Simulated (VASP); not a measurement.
SiNi:

```xyz
8
Lattice="4.5037 0.0000 0.0000 0.0000 4.5037 0.0000 0.0000 0.0000 4.5037" Properties=species:S:1:pos:R:3 pbc="T T T"
Ni    0.6733    0.6733    0.6733
Ni    2.9252    1.5785    3.8304
Ni    3.8304    2.9252    1.5785
Ni    1.5785    3.8304    2.9252
Si    3.8139    3.8139    3.8139
Si    1.5620    2.9417    0.6898
Si    0.6898    1.5620    2.9417
Si    2.9417    0.6898    1.5620
```

Base run:

| Quantity | Value |
| --- | --- |
| Program | VASP 6.6.1 |
| Functional | PBEsol |
| Potentials or basis | VASP PAW PBE potentials, release 64 (Ni_sv_GW, Si) |
| Cutoff | 690 eV |
| k mesh | 5 × 5 × 5 |
| Occupations | fermi-dirac, width 0.05 eV |
| Spin | collinear spin, ferromagnetic start |
| Starting moments | [0.25, 0.25, 0.25, 0.25, 0.0, 0.0, 0.0, 0.0] μB |
| Fixed moment | 1 μB |

Its results: pressure -4.6 GPa; site moments Ni +0.18; Si +0.04 μB; largest force 0.035 eV/Å.

Problem. The run is repeated on the same cell with these changes: fixed moment from 1 μB to 2 μB; moments at the start from [0.25, 0.25, 0.25, 0.25, 0.0, 0.0, 0.0,  to [0.5, 0.5, 0.5, 0.5, 0.0, 0.0, 0.0, 0.0]. What comes out?

Solution. Pressure -3.1 GPa; site moments Ni +0.35; Si +0.08 μB; largest force 0.051 eV/Å.

Caveats: the cell stands under tension; the PAW data sets were made with another functional, which shifts forces and pressure a little; the total moment is fixed, so each spin has its own Fermi level and the state may be an excited one.
